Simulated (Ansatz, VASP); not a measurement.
# Two plane-wave programs on TaSi2

File INCAR:

```
  PREC = Accurate
  ENCUT = 600
  EDIFF = 1E-6
  ISMEAR = 0
  SIGMA = 0.1
  LREAL = False
  LASPH = True
  NELM = 80
  ALGO = Fast
  ISIF = 3
  LWAVE = False
  LCHARG = False
  GGA = PE
  IBRION = 2
  NSW = 100
  EDIFFG = -0.01
```

Contents of KPOINTS:

```
Automatic mesh
0
Gamma
  16 16 16
```

Contents of POSCAR:

```
TaSi2
1.0
   -1.6422717182      1.6422717182      4.1065697599
    1.6422717182     -1.6422717182      4.1065697599
    1.6422717182      1.6422717182     -4.1065697599
Ta Si
1 2
Direct
    0.0000000000      0.0000000000      0.0000000000
    0.3321484918      0.3321484918      0.0000000000
    0.6678515082      0.6678515082      0.0000000000
```

Input for Ansatz:

```yaml
crystal:
  lattice:
    - [-1.6422717182, 1.6422717182, 4.1065697599]
    - [1.6422717182, -1.6422717182, 4.1065697599]
    - [1.6422717182, 1.6422717182, -4.1065697599]
  atoms:
    - { symbol: Ta, position: [0.0, 0.0, 0.0] }
    - { symbol: Si, position: [0.3321484918, 0.3321484918, 0.0] }
    - { symbol: Si, position: [0.6678515082, 0.6678515082, 0.0] }
basis:
  ecutwfc: 420
kpoints:
  mp_grid: { grid: [16, 16, 16] }
hamiltonian:
  xc: pbe
scf:
  occupations: { method: gaussian, width: 0.1 }
output:
  forces: true
  stress: true
  eigenvalues: true
  write_density: true
  write_potential: true
  elf: true
  volumetric_format: npy
relax:
  adjacent_minimum: "off"
  f_tol: 0.01
  max_steps: 80
  cell: { stress_tol: 0.05 }
```

Alike in both runs: task relaxation of cell and atoms; functional PBE; k mesh 16 × 16 × 16; occupations gaussian, width 0.1 eV; no spin polarisation.

|  | VASP | Ansatz |
| --- | --- | --- |
| version | VASP 6.6.1 | Ansatz 0.2.0 |
| potentials or method | VASP PAW PBE potentials, release 64 (Ta_pv, Si), cutoff 600 eV | scalar-relativistic, plane waves, PAW |
| valence electrons in the cell | 19 | 21 |

|  | VASP | Ansatz | Ansatz less VASP |
| --- | --- | --- | --- |
| gap on the k mesh at the Fermi level, each at its own relaxed structure (eV) | none | none | - |
| relaxed volume (Å³/atom) | 14.77 | 14.76 | -0.010 |
| relaxed length of the cell vector where the two differ most in proportion (Å) | 4.717 | 4.717 | -0.0003 |

A gap of «none» marks a metal or a gap that the smearing closes. VASP's potentials hold 19 valence electrons a cell and Ansatz's 21, so a difference there can come from the potentials and not from the codes.

Spin-orbit coupling is off throughout.
